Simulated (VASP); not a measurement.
Si (a cell with a defect): relaxation of the atoms with PBE+D3(BJ)

Si (a cell with a defect):

```
CELL_PARAMETERS angstrom
0.00000 5.43000 5.43000
5.43000 0.00000 5.43000
5.43000 5.43000 0.00000
ATOMIC_POSITIONS crystal
Si 0.00000 0.00000 0.00000
Si 0.12500 0.12500 0.12500
Si 0.00000 0.00000 0.50000
Si 0.12500 0.12500 0.62500
Si 0.00000 0.50000 0.00000
Si 0.12500 0.62500 0.12500
Si 0.00000 0.50000 0.50000
Si 0.12500 0.62500 0.62500
Si 0.50000 0.00000 0.00000
Si 0.62500 0.12500 0.12500
Si 0.50000 0.00000 0.50000
Si 0.62500 0.12500 0.62500
Si 0.50000 0.50000 0.00000
Si 0.62500 0.62500 0.12500
Si 0.50000 0.50000 0.50000
Si 0.62500 0.62500 0.62500
Si 0.38219 0.87787 0.87208
```

* Program: VASP 6.6.1
* Task: relaxation of the atoms
* Functional: PBE
* Dispersion: D3(BJ)
* Potentials or basis: VASP PAW PBE potentials, release 64 (Si)
* Cutoff: 520 eV
* k mesh: 2 × 2 × 2
* Occupations: gaussian, width 0.02 eV
* Spin: no spin polarisation
* Dipole correction: no
* Further INCAR settings: LREAL = Auto; ALGO = Normal; EDIFF = 1e-06; IBRION = 2; EDIFFG = -0.03; NSW = 80

| Property | Result |
| --- | --- |
| Energy gained by relaxing | 7.9 meV/atom |
| Ionic steps | 7 |
| Pressure after relaxing | 2.4 GPa |
| Largest force after relaxing | 0.024 eV/Å |
| Band gap on the k mesh | zero (band 34 reaches 6.93 eV, above the bottom of band 35 at 6.67 eV) |
| Dispersion energy per atom | -0.332 eV |

Forces on the atoms (eV/Å):
```
Si   0.014 -0.011 -0.005
Si  -0.008  0.013  0.010
Si   0.005 -0.006 -0.003
Si  -0.010  0.008  0.006
Si   0.000 -0.004 -0.004
Si  -0.005  0.002  0.007
Si   0.006  0.003  0.001
Si  -0.001 -0.001 -0.002
Si  -0.006  0.000  0.006
Si   0.003 -0.003 -0.010
Si  -0.005  0.000  0.015
Si   0.004  0.003 -0.010
Si  -0.011  0.015  0.000
Si   0.011 -0.009  0.006
Si  -0.007  0.006  0.002
Si   0.009 -0.008  0.001
Si   0.003 -0.009 -0.022
```

Step by step:
| step | energy change (eV) | largest force (eV/Å) | pressure (GPa) |
| --- | --- | --- | --- |
| 1 | 0.0000 | 1.1725 | 2.90 |
| 2 | -0.1290 | 0.1622 | 2.41 |
| 3 | -0.1293 | 0.1879 | 2.39 |
| 4 | -0.1328 | 0.0823 | 2.39 |
| 5 | -0.1329 | 0.0879 | 2.39 |
| 6 | -0.1337 | 0.0427 | 2.40 |
| 7 | -0.1337 | 0.0240 | 2.40 |

Final structure:
```
CELL_PARAMETERS angstrom
0.00000 5.43000 5.43000
5.43000 0.00000 5.43000
5.43000 5.43000 0.00000
ATOMIC_POSITIONS crystal
Si 0.99538 0.00152 0.00155
Si 0.12219 0.12805 0.12800
Si 0.00065 0.99858 0.50043
Si 0.12216 0.12802 0.62188
Si 0.00057 0.50047 0.99871
Si 0.12216 0.62205 0.12792
Si 0.00052 0.50041 0.50028
Si 0.12491 0.62497 0.62504
Si 0.50258 0.00268 0.00278
Si 0.62676 0.12569 0.12427
Si 0.50225 0.00231 0.49300
Si 0.62815 0.12812 0.62194
Si 0.50183 0.49435 0.00190
Si 0.62811 0.62208 0.12803
Si 0.49848 0.50062 0.50049
Si 0.62810 0.62205 0.62188
Si 0.37739 0.87590 0.87400
```

Levels at points of the mesh, in eV from the Fermi level:
| k point | band 32 | band 33 | band 34 | band 35 | band 36 | band 37 |
| --- | --- | --- | --- | --- | --- | --- |
| (0.00, 0.00, 0.00) | -0.83 | -0.83 | -0.26 | -0.25 | -0.24 | 0.08 |
| (0.50, 0.00, 0.00) | -1.44 | -1.44 | -0.35 | 0.52 | 0.53 | 0.89 |
| (0.00, 0.50, 0.00) | -1.44 | -1.44 | -0.35 | 0.52 | 0.54 | 0.89 |
| (0.00, 0.00, 0.50) | -1.44 | -1.44 | -0.35 | 0.52 | 0.54 | 0.89 |
| (0.50, 0.50, 0.50) | -1.44 | -1.44 | -0.35 | 0.52 | 0.54 | 0.89 |
| (0.50, 0.50, 0.00) | -1.90 | -1.00 | 0.01 | 0.71 | 1.01 | 1.02 |
| (0.00, 0.50, 0.50) | -1.90 | -1.00 | 0.01 | 0.70 | 1.02 | 1.02 |
| (0.50, 0.00, 0.50) | -1.90 | -1.00 | 0.01 | 0.71 | 1.01 | 1.02 |

Wall time 10 min on 1 thread of Intel(R) Xeon(R) Platinum 8259CL CPU @ 2.50GHz (Skylake/Cascade Lake), on a shared host, peak memory 0.54 GiB.

Caveat: the k points lie up to 0.50 Å⁻¹ apart.
